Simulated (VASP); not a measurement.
# CaF2 in VASP: settings compared

The runs below take CaF2 through single point, with PBE, PBEsol.

Everything below comes from runs of VASP 6.6.1. Logs are shortened: lines on timing, memory, paths and dates and some standing lists are left out, and cuts for length are marked.

### Step 1. The cell of the first run

Symmetry: Fm-3m, No. 225, cubic system. Conventional cell: a = 5.619 Å, b = 5.619 Å, c = 5.619 Å, α = 90.00°, β = 90.00°, γ = 90.00°. Within 3.2 Å of Ca (site symmetry m-3m) lie 8 F at 2.43 Å. F (site symmetry -43m) has 4 Ca at 2.43 Å and 6 F at 2.81 Å within 3.2 Å.

### Step 2. Single point, PBE (14.78 Å³/atom)

Input file INCAR:

```
SYSTEM = CaF2
PREC = Accurate ; ENCUT = 600
EDIFF = 1E-6 ; ISMEAR = 0
SIGMA = 0.02 ; LREAL = .FALSE.
LASPH = .TRUE. ; NELM = 120
ALGO = Normal ; ISIF = 2
LWAVE = .FALSE. ; LCHARG = .FALSE.
GGA = PE ; NBANDS = 19
GGA_COMPAT = .FALSE.
```

Input file KPOINTS:

```
Automatic mesh
0
G
  8 8 8
  0 0 0
```

Input file POSCAR:

```
CaF2
1.0
    0.0000000000      2.8094204328      2.8094204328
    2.8094204328      0.0000000000      2.8094204328
    2.8094204328      2.8094204328      0.0000000000
Ca F
1 2
Direct
    0.0000000000      0.0000000000      0.0000000000
    0.7500000000      0.7500000000      0.7500000000
    0.2500000000      0.2500000000      0.2500000000
```

Potentials or basis: VASP PAW PBE potentials, release 64 (Ca_sv, F).

Started as:

```
$ cat potpaw_PBE.64/Ca_sv/POTCAR potpaw_PBE.64/F/POTCAR > POTCAR
$ mpirun -np 1 vasp_std > vasp.out
```

OUTCAR:

```text
SYSTEM = CaF2
   PREC = Accurate
   ENCUT = 600
   EDIFF = 1E-6
   ISMEAR = 0
   LREAL = .FALSE.
   LASPH = .TRUE.
   NELM = 120
   ISIF = 2
   GGA = PE

 ion  position               nearest neighbor table
   1  0.000  0.000  0.000-   2 2.43   3 2.43   2 2.43   2 2.43   2 2.43   3 2.43   3 2.43   3 2.43

   2  0.750  0.750  0.750-   1 2.43   1 2.43   1 2.43   1 2.43
   3  0.250  0.250  0.250-   1 2.43   1 2.43   1 2.43   1 2.43

  LATTYP: Found a face centered cubic cell.
 ALAT       =     5.6188408656

  Lattice vectors:

 A1 = (   0.0000000000,   2.8094204328,   2.8094204328)
 A2 = (   2.8094204328,   0.0000000000,   2.8094204328)
 A3 = (   2.8094204328,   2.8094204328,   0.0000000000)

Analysis of symmetry for initial positions (statically):
=====================================================================
 Subroutine PRICEL returns:
 Original cell was already a primitive cell.

 Routine SETGRP: Setting up the symmetry group for a
 face centered cubic supercell.

 Subroutine GETGRP returns: Found 48 space group operations
 (whereof 48 operations were pure point group operations)
 out of a pool of 48 trial point group operations.

The static configuration has the point symmetry O_h .

Analysis of symmetry for dynamics (positions and initial velocities):
=====================================================================
 Subroutine PRICEL returns:
 Original cell was already a primitive cell.

 Routine SETGRP: Setting up the symmetry group for a
 face centered cubic supercell.

 Subroutine GETGRP returns: Found 48 space group operations
 (whereof 48 operations were pure point group operations)
 out of a pool of 48 trial point group operations.

The dynamic configuration has the point symmetry O_h .

 Subroutine INISYM returns: Found 48 space group operations
 (whereof 48 operations are pure point group operations),
 and found     1 'primitive' translations

----------------------------------------------------------------------------------------

                                     Primitive cell

  volume of cell :      44.3486

  direct lattice vectors                    reciprocal lattice vectors
     0.000000000  2.809420433  2.809420433    -0.177972650  0.177972650  0.177972650
     2.809420433  0.000000000  2.809420433     0.177972650 -0.177972650  0.177972650
     2.809420433  2.809420433  0.000000000     0.177972650  0.177972650 -0.177972650

  length of vectors
     3.973120478  3.973120478  3.973120478     0.308257673  0.308257673  0.308257673

  position of ions in fractional coordinates (direct lattice)
     0.000000000  0.000000000  0.000000000
     0.750000000  0.750000000  0.750000000
     0.250000000  0.250000000  0.250000000

  ion indices of the primitive-cell ions
   primitive index   ion index
                 1           1
                 2           2
                 3           3

----------------------------------------------------------------------------------------

 KPOINTS: Automatic mesh

Automatic generation of k-mesh.
 Grid dimensions read from file:
 generate k-points for:    8    8    8

 Generating k-lattice:

  Cartesian coordinates                     Fractional coordinates (reciprocal lattice)
    -0.022246581  0.022246581  0.022246581     0.125000000  0.000000000  0.000000000
     0.022246581 -0.022246581  0.022246581     0.000000000  0.125000000  0.000000000
     0.022246581  0.022246581 -0.022246581     0.000000000  0.000000000  0.125000000

  Length of vectors
     0.038532209  0.038532209  0.038532209

  Shift w.r.t. Gamma in fractional coordinates (k-lattice)
     0.000000000  0.000000000  0.000000000

 Subroutine IBZKPT returns following result:
 ===========================================

 Found     29 irreducible k-points:

 Following reciprocal coordinates:
            Coordinates               Weight
  0.000000  0.000000  0.000000      1.000000
  0.125000  0.000000  0.000000      8.000000
  0.250000  0.000000  0.000000      8.000000
  0.375000  0.000000  0.000000      8.000000
  0.500000  0.000000  0.000000      4.000000
  0.125000  0.125000  0.000000      6.000000
[... 16 lines left out ...]
  0.500000  0.250000  0.125000     48.000000
 -0.375000  0.250000  0.125000     24.000000
 [... further k-points ...]
   k-points           NKPTS =     29   k-points in BZ     NKDIM =     29   number of bands    NBANDS=     19
   number of dos      NEDOS =    301   number of ions     NIONS =      3
   total plane-waves  NPLWV =  32768
   dimension x,y,z NGX =    32 NGY =   32 NGZ =   32
   dimension x,y,z NGXF=    64 NGYF=   64 NGZF=   64
   ions per type =               1   2
   NGX,Y,Z   is equivalent  to a cutoff of  13.39, 13.39, 13.39 a.u.
   NGXF,Y,Z  is equivalent  to a cutoff of  26.78, 26.78, 26.78 a.u.
 SYSTEM =  CaF2
   PREC   = accura    normal or accurate (medium, high low for compatibility)
   ISTART =      0    job   : 0-new  1-cont  2-samecut
   ICHARG =      2    charge: 1-file 2-atom 10-const
   ISPIN  =      1    spin polarized calculation?
   LNONCOLLINEAR =      F non collinear calculations
   LSORBIT =      F    spin-orbit coupling
   LASPH  =      T    aspherical Exc in radial PAW
   ENCUT  =  600.0 eV  44.10 Ry    6.64 a.u.   7.94  7.94  7.94*2*pi/ulx,y,z
   NELM   =    120;   NELMIN=  2; NELMDL= -5     # of ELM steps
   EDIFF  = 0.1E-05   stopping-criterion for ELM
   LREAL  =      F    real-space projection
   EDIFFG = 0.1E-04   stopping-criterion for IOM
   NSW    =      0    number of steps for IOM
   IBRION =     -1    ionic relax: 0-MD 1-quasi-New 2-CG
   NFREE  =      0    steps in history (QN), initial steepest desc. (CG)
   ISIF   =      2    stress and relaxation
   ISYM   =      2    0-nonsym 1-usesym 2-fastsym
   POTIM  = 0.5000    time-step for ionic-motion
   TEBEG  =    0.0;   TEEND  =   0.0 temperature during run
   PSTRESS=    0.0 pullay stress
   NELECT =      24.0000    total number of electrons
   NUPDOWN=      -1.0000    fix difference up-down
   EMIN   =  10.00;   EMAX   =-10.00  energy-range for DOS
   EFERMI =   0.00;   METHOD = LEGACY
   ISMEAR =     0;   SIGMA  =   0.02  broadening in eV -4-tet -1-fermi 0-gaus
   EFERMI_NEDOS =   21; number of points for ismear=-14 and -15
   IALGO  =     38    algorithm
   IMIX   =      4    mixing-type and parameters
     AMIX     =   0.40;   BMIX     =  1.00
     AMIX_MAG =   1.60;   BMIX_MAG =  1.00
  volume/ion in A,a.u.               =      14.78        99.76
  Fermi-wavevector in a.u.,A,eV,Ry     =   1.334090  2.521065 24.215602  1.779797
  Thomas-Fermi vector in A             =   2.462898
   LORBIT       =      0    0 simple, 1 ext, 2 COOP (PROOUT), +10 PAW based schemes
   GGA     = PE    functional components
   LHFCALC =     F    Hartree Fock is set to
   AEXX    =    0.0000 exact exchange contribution
   IVDW    =     0    specifies the selected vdW correction
   LEPSILON=     F    determine dielectric tensor
   LRPA    =     F    only Hartree local field effects (RPA)
 non-spin polarized calculation
 Gauss-broadening in eV      SIGMA  =   0.02
  energy-cutoff  :      600.00
  volume of cell :       44.35
 maximum number of plane-waves:      1494
   NGX = 15   NGY = 15   NGZ = 15

 number of electron      24.0000018 magnetization

 Free energy of the ion-electron system (eV)
  ---------------------------------------------------
  ext. energy  EPLUGINS =         0.00000000
  ---------------------------------------------------
  free energy    TOTEN  =       -17.31935662 eV

  energy without entropy =      -17.31935662  energy(sigma->0) =      -17.31935662

 E-fermi :  -1.2121     XC(G=0):  -9.2176

 val. band max:       -1.4009479529   @ k =   0.5000   0.5000   0.0000
 cond. band min:       5.3919877697   @ k =   0.0000   0.0000   0.0000
 fundamental gap:      6.7929357226
 Fermi energy:        -1.2121344470

 k-point     1 :       0.0000    0.0000    0.0000
  band No.  band energies     occupation
      1     -37.8451      2.00000
      2     -21.1351      2.00000
      3     -20.4880      2.00000
      4     -18.7814      2.00000
      5     -18.7814      2.00000
      6     -18.7814      2.00000
[... 11 lines left out ...]
     18       9.1695      0.00000
     19      14.8453      0.00000

 k-point     2 :       0.1250    0.0000    0.0000
  band No.  band energies     occupation
      1     -37.8421      2.00000
      2     -21.1699      2.00000
      3     -20.5196      2.00000
      4     -18.7856      2.00000
      5     -18.7856      2.00000
      6     -18.7207      2.00000
[... 11 lines left out ...]
     18       9.1384      0.00000
     19      14.1177      0.00000

 k-point     3 :       0.2500    0.0000    0.0000
  band No.  band energies     occupation
      1     -37.8349      2.00000
      2     -21.2279      2.00000
      3     -20.6237      2.00000
      4     -18.7958      2.00000
      5     -18.7958      2.00000
      6     -18.5701      2.00000
[... 11 lines left out ...]
     18       9.0628      0.00000
     19      12.8188      0.00000

 k-point     4 :       0.3750    0.0000    0.0000
  band No.  band energies     occupation
      1     -37.8276      2.00000
      2     -21.2494      2.00000
      3     -20.7637      2.00000
      4     -18.8059      2.00000
      5     -18.8059      2.00000
      6     -18.4172      2.00000
[... 11 lines left out ...]
     18       8.9864      0.00000
     19      11.7516      0.00000

 k-point     5 :       0.5000    0.0000    0.0000
  band No.  band energies     occupation
      1     -37.8246      2.00000
      2     -21.2437      2.00000
      3     -20.8356      2.00000
      4     -18.8100      2.00000
      5     -18.8100      2.00000
      6     -18.3538      2.00000
[... 11 lines left out ...]
     18       8.9546      0.00000
     19      11.3548      0.00000

 k-point     6 :       0.1250    0.1250    0.0000
  band No.  band energies     occupation
      1     -37.8411      2.00000
      2     -21.1844      2.00000
      3     -20.5247      2.00000
      4     -18.7919      2.00000
      5     -18.7919      2.00000
      6     -18.6932      2.00000
[... 11 lines left out ...]
     18       9.1213      0.00000
     19      14.4488      0.00000

 k-point     7 :       0.2500    0.1250    0.0000
  band No.  band energies     occupation
      1     -37.8353      2.00000
      2     -21.2371      2.00000
      3     -20.5997      2.00000
      4     -18.8034      2.00000
      5     -18.7859      2.00000
      6     -18.5852      2.00000
[... 11 lines left out ...]
     18       9.0899      0.00000
     19      13.4817      0.00000

 k-point     8 :       0.3750    0.1250    0.0000
  band No.  band energies     occupation
      1     -37.8280      2.00000
      2     -21.2579      2.00000
      3     -20.7464      2.00000
      4     -18.8135      2.00000
      5     -18.7622      2.00000
      6     -18.4600      2.00000
[... 256 lines left out ...]
 k-point    20 :      -0.3750    0.3750    0.0000
  band No.  band energies     occupation
      1     -37.8183      2.00000
      2     -21.2621      2.00000
      3     -20.9521      2.00000
      4     -18.8387      2.00000
      5     -18.6651      2.00000
      6     -18.3537      2.00000
[... 11 lines left out ...]
     18      12.0115      0.00000
     19      12.3494      0.00000

 k-point    21 :       0.5000    0.5000    0.0000
  band No.  band energies     occupation
      1     -37.8178      2.00000
      2     -21.4208      2.00000
      3     -20.7307      2.00000
      4     -18.8524      2.00000
      5     -18.8524      2.00000
      6     -18.2169      2.00000
[... 11 lines left out ...]
     18      11.0530      0.00000
     19      12.5275      0.00000

 k-point    22 :       0.3750    0.2500    0.1250
  band No.  band energies     occupation
      1     -37.8294      2.00000
      2     -21.2684      2.00000
      3     -20.6999      2.00000
      4     -18.8104      2.00000
      5     -18.7553      2.00000
      6     -18.5004      2.00000
[... 11 lines left out ...]
     18       9.1807      0.00000
     19      13.2238      0.00000

 k-point    23 :       0.5000    0.2500    0.1250
  band No.  band energies     occupation
      1     -37.8236      2.00000
      2     -21.2411      2.00000
      3     -20.8706      2.00000
      4     -18.8218      2.00000
      5     -18.6782      2.00000
      6     -18.4437      2.00000
[... 11 lines left out ...]
     18       9.8182      0.00000
     19      12.4734      0.00000

 k-point    24 :      -0.3750    0.2500    0.1250
  band No.  band energies     occupation
      1     -37.8212      2.00000
      2     -21.1846      2.00000
      3     -20.9882      2.00000
      4     -18.8269      2.00000
      5     -18.6396      2.00000
      6     -18.4241      2.00000
[... 11 lines left out ...]
     18      10.5205      0.00000
     19      11.7997      0.00000

 [... further k-points ...]

------------------------ aborting loop because EDIFF is reached ----------------------------------------

  FORCE on cell =-STRESS in cart. coord.  units (eV):
  Direction    XX          YY          ZZ          XY          YZ          ZX
  --------------------------------------------------------------------------------------
  -------------------------------------------------------------------------------------
  Total       -1.0743347     -1.0743347     -1.0743347      0.0000000      0.0000000      0.0000000
  in kB      -38.8123542    -38.8123542    -38.8123542      0.0000000      0.0000000      0.0000000
  external PRESSURE =     -38.8123542 kB  Pullay stress =       0.0000000 kB

 VOLUME and BASIS-vectors are now :
 -----------------------------------------------------------------------------
  energy-cutoff  :      600.00
  volume of cell :       44.35
      direct lattice vectors                 reciprocal lattice vectors
     0.000000000  2.809420433  2.809420433    -0.177972650  0.177972650  0.177972650
     2.809420433  0.000000000  2.809420433     0.177972650 -0.177972650  0.177972650
     2.809420433  2.809420433  0.000000000     0.177972650  0.177972650 -0.177972650

 POSITION                                       TOTAL-FORCE (eV/Angst)
 -----------------------------------------------------------------------------------
      0.00000      0.00000      0.00000        -0.000000     -0.000000     -0.000000
      4.21413      4.21413      4.21413         0.000000      0.000000     -0.000000
      1.40471      1.40471      1.40471        -0.000000     -0.000000      0.000000
 -----------------------------------------------------------------------------------
    total drift:                                0.000000     -0.000000      0.000000

  FREE ENERGIE OF THE ION-ELECTRON SYSTEM (eV)
  ---------------------------------------------------
  free  energy   TOTEN  =       -17.3193566207 eV

  energy  without entropy=      -17.3193566207  energy(sigma->0) =      -17.31935662
```

Run time: 9.3 s. Hardware: 1 thread of Intel Xeon 6975P-C (Granite Rapids), shared host; peak memory 0.18 GiB.

What came out:

```yaml
Free_energy: -17.3194 eV
Pressure: -3.9 GPa
Band_gap_on_the_k_mesh: 6.79 eV (least direct gap 7.03 eV)
```

Caveat: the cell stands under tension. A k mesh can miss the band edges.

(Continued in part 2 of 2.)
